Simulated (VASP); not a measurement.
A run of VASP 6.6.1 is set up as follows.

File INCAR:

```
ALGO     = Normal         # electronic algorithm
DIPOL    = 0.5 0.5 0.500
EDIFF    = 1E-7           # SCF threshold, eV
ENCUT    = 520            # plane-wave cutoff, eV
GGA      = PE             # functional
IDIPOL   = 3            
ISIF     = 2              # what is computed and relaxed
ISMEAR   = -1             # smearing method
LASPH    = True           # aspherical terms in the spheres
LCHARG   = False          # write CHGCAR
LDIPOL   = True         
LREAL    = False          # projectors in reciprocal space
LWAVE    = False          # write WAVECAR
NBANDS   = 46             # bands
NELM     = 60             # most SCF steps
PREC     = Accurate       # precision mode
SIGMA    = 0.02           # smearing width, eV
```

Contents of KPOINTS:

```
k-points
0
Gamma
  8 5 1
```

Contents of POSCAR:

```
GaN
1.0
    3.2181862426      0.0000000000      0.0000000000
    0.0000000000      5.2428332618      0.0000000000
    0.0000000000      0.0000000000     19.7160000000
Ga N
4 4
Direct
    0.0000000000      0.0616477750      0.4057607680
    0.5000000000      0.5616477750      0.4528803843
    0.5000000000      0.0616477750      0.5471196157
    0.0000000000      0.5616477750      0.5942392320
    0.0000000000      0.4383522250      0.4057607680
    0.5000000000      0.9383522250      0.4528803843
    0.5000000000      0.4383522250      0.5471196157
    0.0000000000      0.9383522250      0.5942392320
```

Potentials or basis: VASP PAW PBE potentials, release 64 (Ga_d, N).

The run is started by

```console
$ cat potpaw_PBE.64/Ga_d/POTCAR potpaw_PBE.64/N/POTCAR > POTCAR
$ mpirun -np 1 vasp_std > vasp.out
```

**Question.** Predict the band gap on the k mesh.

**Answer.** 0.36 eV.

**Question.** Estimate the largest force.

**Answer.** 2.416 eV/Å.

Forces on the atoms (eV/Å):
```
Ga   0.000  1.784  1.630
Ga   0.000 -0.671 -1.723
Ga   0.000 -0.671  1.723
Ga   0.000  1.784 -1.630
N    0.000 -0.610  0.541
N    0.000 -0.502 -1.631
N    0.000 -0.502  1.631
N    0.000 -0.610 -0.541
```

Caveat: semilocal functionals underestimate gaps, and a narrow one can read as zero.
